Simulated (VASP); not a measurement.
# Bi2Te3 (R-3m) in VASP: a series of runs

The runs below take Bi2Te3 through single point, with PBE.

All numbers are computed with VASP 6.6.1; they aren't measurements. Logs are shortened: lines on timing, memory, paths and dates and some standing lists are left out, and cuts for length are marked.

### 1 The cell of the first run

The structure is trigonal, space group R-3m (No. 166). The conventional cell has a = 4.408 Å, b = 4.408 Å, c = 30.761 Å, α = 90.00°, β = 90.00°, γ = 120.00°. Within 4.1 Å of Bi (site symmetry 3m) lie 6 Te at 3.08 to 3.26 Å. Within 4.6 Å of Te (site symmetry -3m) lie 6 Bi at 3.26 Å and 12 Te at 4.41 to 4.55 Å. Within 4.1 Å of Te (site symmetry 3m) lie 3 Bi at 3.08 Å and 3 Te at 3.72 Å.

### 2 Single point, PBE (34.51 Å³/atom)

Input file INCAR:

```
ALGO     = Normal         # electronic algorithm
EDIFF    = 1E-7           # SCF threshold, eV
ENCUT    = 520            # plane-wave cutoff, eV
GGA      = PE             # functional
ISIF     = 2              # what is computed and relaxed
ISMEAR   = 0              # smearing method
LASPH    = T              # aspherical terms in the spheres
LCHARG   = F              # write CHGCAR
LREAL    = F              # projectors in reciprocal space
LWAVE    = F              # write WAVECAR
NBANDS   = 32             # bands
NELM     = 80             # most SCF steps
PREC     = Accurate       # precision mode
SIGMA    = 0.05           # smearing width, eV
```

Input file KPOINTS:

```
k-points
0
Gamma
  8 8 8
```

Input file POSCAR:

```
Bi2Te3
1.0
    2.2041041861      1.2725401451     10.2536903421
   -2.2041041861      1.2725401451     10.2536903421
    0.0000000000     -2.5450802903     10.2536903421
Bi Te
2 3
Direct
    0.3995920021      0.3995920021      0.3995920021
    0.6004079979      0.6004079979      0.6004079979
    0.0000000000      0.0000000000      0.0000000000
    0.2108289563      0.2108289563      0.2108289563
    0.7891710437      0.7891710437      0.7891710437
```

Potentials or basis: VASP PAW PBE potentials, release 64 (Bi_d, Te).

Launch:

```sh
> cat potpaw_PBE.64/Bi_d/POTCAR potpaw_PBE.64/Te/POTCAR > POTCAR
> mpirun -np 1 vasp_std > vasp.out
```

OUTCAR:

```text
EDIFF = 1E-7
   ENCUT = 520
   GGA = PE
   ISIF = 2
   ISMEAR = 0
   LASPH = T
   LREAL = F
   NELM = 80
   PREC = Accurate

 ion  position               nearest neighbor table
   1  0.400  0.400  0.400-   5 3.08   5 3.08   5 3.08   3 3.26   3 3.26   3 3.26
   2  0.600  0.600  0.600-   4 3.08   4 3.08   4 3.08   3 3.26   3 3.26   3 3.26
   3  0.000  0.000  0.000-   2 3.26   1 3.26   2 3.26   2 3.26   1 3.26   1 3.26
   4  0.211  0.211  0.211-   2 3.08   2 3.08   2 3.08
   5  0.789  0.789  0.789-   1 3.08   1 3.08   1 3.08

  LATTYP: Found a trigonal (rhomboedric) cell.
 ALAT       =    10.5648284092
 COS(alpha) =     0.9129498871

  Lattice vectors:

 A1 = (   2.2041041861,   1.2725401451,  10.2536903421)
 A2 = (  -2.2041041861,   1.2725401451,  10.2536903421)
 A3 = (   0.0000000000,  -2.5450802903,  10.2536903421)

Analysis of symmetry for initial positions (statically):
=====================================================================
 Subroutine PRICEL returns:
 Original cell was already a primitive cell.

 Routine SETGRP: Setting up the symmetry group for a
 trigonal (rhombohedral) supercell.

 Subroutine GETGRP returns: Found 12 space group operations
 (whereof 12 operations were pure point group operations)
 out of a pool of 12 trial point group operations.

The static configuration has the point symmetry D_3d.

Analysis of symmetry for dynamics (positions and initial velocities):
=====================================================================
 Subroutine PRICEL returns:
 Original cell was already a primitive cell.

 Routine SETGRP: Setting up the symmetry group for a
 trigonal (rhombohedral) supercell.

 Subroutine GETGRP returns: Found 12 space group operations
 (whereof 12 operations were pure point group operations)
 out of a pool of 12 trial point group operations.

The dynamic configuration has the point symmetry D_3d.

 Subroutine INISYM returns: Found 12 space group operations
 (whereof 12 operations are pure point group operations),
 and found     1 'primitive' translations

----------------------------------------------------------------------------------------

                                     Primitive cell

  volume of cell :     172.5580

  direct lattice vectors                    reciprocal lattice vectors
     2.204104186  1.272540145 10.253690342     0.226849531  0.130971638  0.032508621
    -2.204104186  1.272540145 10.253690342    -0.226849531  0.130971638  0.032508621
     0.000000000 -2.545080290 10.253690342     0.000000000 -0.261943275  0.032508621

  length of vectors
    10.564828409 10.564828409 10.564828409     0.263952817  0.263952817  0.263952817

  position of ions in fractional coordinates (direct lattice)
     0.399592002  0.399592002  0.399592002
     0.600407998  0.600407998  0.600407998
     0.000000000  0.000000000  0.000000000
     0.210828956  0.210828956  0.210828956
     0.789171044  0.789171044  0.789171044

  ion indices of the primitive-cell ions
   primitive index   ion index
                 1           1
                 2           2
                 3           3
                 4           4
                 5           5

----------------------------------------------------------------------------------------

 KPOINTS: k-points

Automatic generation of k-mesh.
 Grid dimensions read from file:
 generate k-points for:    8    8    8

 Generating k-lattice:

  Cartesian coordinates                     Fractional coordinates (reciprocal lattice)
     0.028356191  0.016371455  0.004063578     0.125000000  0.000000000  0.000000000
    -0.028356191  0.016371455  0.004063578     0.000000000  0.125000000  0.000000000
     0.000000000 -0.032742909  0.004063578     0.000000000  0.000000000  0.125000000

  Length of vectors
     0.032994102  0.032994102  0.032994102

  Shift w.r.t. Gamma in fractional coordinates (k-lattice)
     0.000000000  0.000000000  0.000000000

 Subroutine IBZKPT returns following result:
 ===========================================

 Found     65 irreducible k-points:

 Following reciprocal coordinates:
            Coordinates               Weight
  0.000000  0.000000  0.000000      1.000000
  0.125000  0.000000  0.000000      6.000000
  0.250000  0.000000  0.000000      6.000000
  0.375000  0.000000 -0.000000      6.000000
  0.500000  0.000000  0.000000      3.000000
  0.125000  0.125000  0.000000      6.000000
[... 16 lines left out ...]
  0.250000  0.125000  0.125000      6.000000
  0.375000  0.125000  0.125000      6.000000
 [... further k-points ...]
   k-points           NKPTS =     65   k-points in BZ     NKDIM =     65   number of bands    NBANDS=     32
   number of dos      NEDOS =    301   number of ions     NIONS =      5
   total plane-waves  NPLWV = 512000
   dimension x,y,z NGX =    80 NGY =   80 NGZ =   80
   dimension x,y,z NGXF=   160 NGYF=  160 NGZF=  160
   ions per type =               2   3
   NGX,Y,Z   is equivalent  to a cutoff of  12.59, 12.59, 12.59 a.u.
   NGXF,Y,Z  is equivalent  to a cutoff of  25.18, 25.18, 25.18 a.u.
 SYSTEM =  unknown system
   PREC   = accura    normal or accurate (medium, high low for compatibility)
   ISTART =      0    job   : 0-new  1-cont  2-samecut
   ICHARG =      2    charge: 1-file 2-atom 10-const
   ISPIN  =      1    spin polarized calculation?
   LNONCOLLINEAR =      F non collinear calculations
   LSORBIT =      F    spin-orbit coupling
   LASPH  =      T    aspherical Exc in radial PAW
   ENCUT  =  520.0 eV  38.22 Ry    6.18 a.u.  19.64 19.64 19.64*2*pi/ulx,y,z
   NELM   =     80;   NELMIN=  2; NELMDL= -5     # of ELM steps
   EDIFF  = 0.1E-06   stopping-criterion for ELM
   LREAL  =      F    real-space projection
   EDIFFG = 0.1E-05   stopping-criterion for IOM
   NSW    =      0    number of steps for IOM
   IBRION =     -1    ionic relax: 0-MD 1-quasi-New 2-CG
   NFREE  =      0    steps in history (QN), initial steepest desc. (CG)
   ISIF   =      2    stress and relaxation
   ISYM   =      2    0-nonsym 1-usesym 2-fastsym
   POTIM  = 0.5000    time-step for ionic-motion
   TEBEG  =    0.0;   TEEND  =   0.0 temperature during run
   PSTRESS=    0.0 pullay stress
   NELECT =      48.0000    total number of electrons
   NUPDOWN=      -1.0000    fix difference up-down
   EMIN   =  10.00;   EMAX   =-10.00  energy-range for DOS
   EFERMI =   0.00;   METHOD = LEGACY
   ISMEAR =     0;   SIGMA  =   0.05  broadening in eV -4-tet -1-fermi 0-gaus
   EFERMI_NEDOS =   21; number of points for ismear=-14 and -15
   IALGO  =     38    algorithm
   IMIX   =      4    mixing-type and parameters
     AMIX     =   0.40;   BMIX     =  1.00
     AMIX_MAG =   1.60;   BMIX_MAG =  1.00
  volume/ion in A,a.u.               =      34.51       232.90
  Fermi-wavevector in a.u.,A,eV,Ry     =   1.068670  2.019493 15.538605  1.142055
  Thomas-Fermi vector in A             =   2.204325
   LORBIT       =      0    0 simple, 1 ext, 2 COOP (PROOUT), +10 PAW based schemes
   GGA     = PE    functional components
   LHFCALC =     F    Hartree Fock is set to
   AEXX    =    0.0000 exact exchange contribution
   IVDW    =     0    specifies the selected vdW correction
   LEPSILON=     F    determine dielectric tensor
   LRPA    =     F    only Hartree local field effects (RPA)
 non-spin polarized calculation
 Gauss-broadening in eV      SIGMA  =   0.05
  energy-cutoff  :      520.00
  volume of cell :      172.56
 maximum number of plane-waves:      4677
   NGX = 39   NGY = 39   NGZ = 39

 number of electron      48.0000000 magnetization

 Free energy of the ion-electron system (eV)
  ---------------------------------------------------
  ext. energy  EPLUGINS =         0.00000000
  ---------------------------------------------------
  free energy    TOTEN  =       -18.36847795 eV

  energy without entropy =      -18.36847794  energy(sigma->0) =      -18.36847795

 E-fermi :   6.0980     XC(G=0):  -9.2361

 val. band max:        5.9461868453   @ k =   0.0000   0.0000   0.0000
 cond. band min:       6.2498344484   @ k =   0.0000   0.0000   0.0000
 fundamental gap:      0.3036476032
 Fermi energy:         6.0980051386

 k-point     1 :       0.0000    0.0000    0.0000
  band No.  band energies     occupation
      1     -17.2172      2.00000
      2     -17.2172      2.00000
      3     -17.2158      2.00000
      4     -17.2158      2.00000
      5     -17.2104      2.00000
      6     -17.2092      2.00000
[... 24 lines left out ...]
     31      10.8561      0.00000
     32      11.4464      0.00000

 k-point     2 :       0.1250    0.0000    0.0000
  band No.  band energies     occupation
      1     -17.2183      2.00000
      2     -17.2168      2.00000
      3     -17.2157      2.00000
      4     -17.2144      2.00000
      5     -17.2094      2.00000
      6     -17.2083      2.00000
[... 24 lines left out ...]
     31      10.4991      0.00000
     32      10.9877      0.00000

 k-point     3 :       0.2500    0.0000    0.0000
  band No.  band energies     occupation
      1     -17.2216      2.00000
      2     -17.2197      2.00000
      3     -17.2131      2.00000
      4     -17.2116      2.00000
      5     -17.2097      2.00000
      6     -17.2076      2.00000
[... 24 lines left out ...]
     31       9.8440      0.00000
     32      11.4137      0.00000

 k-point     4 :       0.3750    0.0000   -0.0000
  band No.  band energies     occupation
      1     -17.2253      2.00000
      2     -17.2230      2.00000
      3     -17.2124      2.00000
      4     -17.2112      2.00000
      5     -17.2101      2.00000
      6     -17.2091      2.00000
[... 654 lines left out ...]
     31      10.8533      0.00000
     32      11.4290      0.00000

 k-point    23 :       0.2500    0.1250    0.1250
  band No.  band energies     occupation
      1     -17.2183      2.00000
      2     -17.2168      2.00000
      3     -17.2157      2.00000
      4     -17.2144      2.00000
      5     -17.2094      2.00000
      6     -17.2083      2.00000
[... 24 lines left out ...]
     31      10.4743      0.00000
     32      11.1366      0.00000

 k-point    24 :       0.3750    0.1250    0.1250
  band No.  band energies     occupation
      1     -17.2216      2.00000
      2     -17.2197      2.00000
      3     -17.2131      2.00000
      4     -17.2116      2.00000
      5     -17.2097      2.00000
      6     -17.2076      2.00000
[... 24 lines left out ...]
     31       9.8847      0.00000
     32      11.3685      0.00000

 [... further k-points ...]
[... 5 lines left out ...]
  --------------------------------------------------------------------------------------
  -------------------------------------------------------------------------------------
  Total        1.4348559      1.4348559      1.3405383      0.0000000     -0.0000000      0.0000000
  in kB       13.3224414     13.3224414     12.4467151      0.0000000     -0.0000000      0.0000000
  external PRESSURE =      13.0305326 kB  Pullay stress =       0.0000000 kB

 VOLUME and BASIS-vectors are now :
 -----------------------------------------------------------------------------
  energy-cutoff  :      520.00
  volume of cell :      172.56
      direct lattice vectors                 reciprocal lattice vectors
     2.204104186  1.272540145 10.253690342     0.226849531  0.130971638  0.032508621
    -2.204104186  1.272540145 10.253690342    -0.226849531  0.130971638  0.032508621
     0.000000000 -2.545080290 10.253690342     0.000000000 -0.261943275  0.032508621

 POSITION                                       TOTAL-FORCE (eV/Angst)
 -----------------------------------------------------------------------------------
      0.00000     -0.00000     12.29188         0.000000      0.000000     -0.007120
      0.00000     -0.00000     18.46919         0.000000     -0.000000      0.007120
      0.00000      0.00000      0.00000         0.000000      0.000000      0.000000
      0.00000     -0.00000      6.48532         0.000000      0.000000     -0.013024
      0.00000     -0.00000     24.27575         0.000000     -0.000000      0.013024
 -----------------------------------------------------------------------------------
    total drift:                               -0.000000     -0.000000      0.000000

  FREE ENERGIE OF THE ION-ELECTRON SYSTEM (eV)
  ---------------------------------------------------
  free  energy   TOTEN  =       -18.3684779525 eV

  energy  without entropy=      -18.3684779416  energy(sigma->0) =      -18.36847795
```

Wall time 27 min (1 thread of Intel Xeon Platinum 8488C (Sapphire Rapids), shared host); peak memory 1.1 GiB.

Results:

- Free energy: -18.3685 eV
- Pressure: 1.3 GPa
- Largest force: 0.013 eV/Å
- Band gap on the k mesh: 0.30 eV

Forces in eV/Å, atoms in the order of the input:
```
Bi   0.000  0.000 -0.007
Bi   0.000  0.000  0.007
Te   0.000  0.000  0.000
Te   0.000  0.000 -0.013
Te   0.000  0.000  0.013
```

Levels at points of the mesh, in eV from the valence-band top:
```
           k point  band 22  band 23  band 24  band 25  band 26  band 27
(0.00, 0.00, 0.00)    -0.83    -0.83     0.00     0.30     0.74     0.74
(0.50, 0.00, 0.00)    -2.24    -0.89    -0.51     0.63     1.19     2.74
(0.50, 0.50, 0.00)    -1.77    -1.42    -0.94     0.99     1.49     2.07
(0.50, 0.50, 0.50)    -1.07    -1.07    -0.38     0.78     1.16     1.16
```

Caveat: spin-orbit coupling is left out, which moves the levels of the heavy elements. A k mesh can miss the band edges.

### 3 Single point, PBE (35.06 Å³/atom)

This run uses another cell than the first one, of 35.06 Å³/atom.

Input file INCAR:

```
SYSTEM = Bi2Te3
PREC = Accurate ; ENCUT = 520
EDIFF = 1E-7 ; ISMEAR = 0
SIGMA = 0.05 ; LREAL = .FALSE.
LASPH = .TRUE. ; NELM = 60
ALGO = Normal ; ISIF = 2
LWAVE = .FALSE. ; LCHARG = .FALSE.
GGA = PE ; NBANDS = 32
```

Input file KPOINTS:

```
regular mesh
0
G
  8 8 8
  0 0 0
```

Input file POSCAR:

```
Bi2Te3
1.0
    2.2136944715      1.2780770990     10.3263894533
   -2.2136944715      1.2780770990     10.3263894533
    0.0000000000     -2.5561541980     10.3263894533
Bi Te
2 3
Direct
    0.3992106127      0.3992106127      0.3992106127
    0.6007893873      0.6007893873      0.6007893873
    0.0000000000      0.0000000000      0.0000000000
    0.2117838854      0.2117838854      0.2117838854
    0.7882161146      0.7882161146      0.7882161146
```

Potentials or basis: VASP PAW PBE potentials, release 64 (Bi_d, Te).

Launch:

```sh
> cat potpaw_PBE.64/Bi_d/POTCAR potpaw_PBE.64/Te/POTCAR > POTCAR
> mpirun -np 1 vasp_std > vasp.out
```

Wall time 24 min (1 thread of Intel Xeon Platinum 8488C (Sapphire Rapids), shared host); peak memory 1.1 GiB.

Results (log left out):

- Free energy: -18.3862 eV
- Pressure: 0.8 GPa
- Largest force: 0.011 eV/Å
- Band gap on the k mesh: 0.33 eV

Forces on the atoms (eV/Å):
```
Bi   0.000  0.000 -0.007
Bi   0.000  0.000  0.007
Te   0.000  0.000  0.000
Te   0.000  0.000 -0.011
Te   0.000  0.000  0.011
```

Levels at points of the mesh, in eV from the valence-band top:
```csv
k point,band 22,band 23,band 24,band 25,band 26,band 27
"(0.00, 0.00, 0.00)",-0.79,-0.79,0.00,0.33,0.80,0.80
"(0.50, 0.00, 0.00)",-2.10,-0.85,-0.50,0.68,1.29,2.75
"(0.50, 0.50, 0.00)",-1.72,-1.32,-0.90,1.10,1.49,2.09
"(0.50, 0.50, 0.50)",-1.00,-1.00,-0.35,0.76,1.18,1.18
```

Caveat: spin-orbit coupling is left out, which moves the levels of the heavy elements.
